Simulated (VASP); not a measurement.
Zn3SeS2:

```
CELL_PARAMETERS angstrom
3.83288 0.00000 0.00000
-1.91644 3.31937 0.00000
0.00000 0.00000 9.38859
ATOMIC_POSITIONS crystal
Zn 0.00000 0.00000 0.00000
Zn 0.66667 0.33333 0.33333
Zn 0.33333 0.66667 0.66667
Se 0.00000 0.00000 0.75000
S 0.66667 0.33333 0.08333
S 0.33333 0.66667 0.41667
```

```yaml
Program: VASP 6.6.1
Task: relaxation of cell and atoms
Functional: PBE
Potentials_or_basis: VASP PAW PBE potentials, release 64 (Zn, Se, S)
Cutoff: 600 eV
k_mesh: 6 × 6 × 2
Occupations: gaussian, width 0.1 eV
Spin: no spin polarisation
```

At the start: pressure 5.5 GPa; volume 19.91 Å³/atom.

Question: Where does the relaxation end?

Answer: Over 6 steps the energy falls by 34.6 meV/atom and the volume is 21.34 Å³/atom (+7.2 %); space group P3m1 (No. 156, to 0.1 Å) before and after.

Step by step:
```tsv
step	energy change (eV)	largest force (eV/Å)	pressure (GPa)	volume (Å³)
1	0.0000	0.7819	5.46	119.45
2	-0.1633	0.3244	-1.60	131.56
3	-0.1740	0.4050	-0.41	128.95
4	-0.1897	0.2640	-0.22	128.54
5	-0.2043	0.2284	0.18	127.62
6	-0.2075	0.0345	-0.07	128.07
```

Final structure:
```
Zn Se S
1.0
     3.92182    0.00000    0.00000
    -1.96091    3.39640    0.00000
     0.00000    0.00000    9.61460
Zn Se S
3 1 2
Cartesian
  0.0000 0.0000 0.0963
  1.9609 1.1321 3.2056
  0.0000 2.2643 6.3105
  0.0000 0.0000 7.2239
  1.9609 1.1321 0.8383
  0.0000 2.2643 3.9582
```
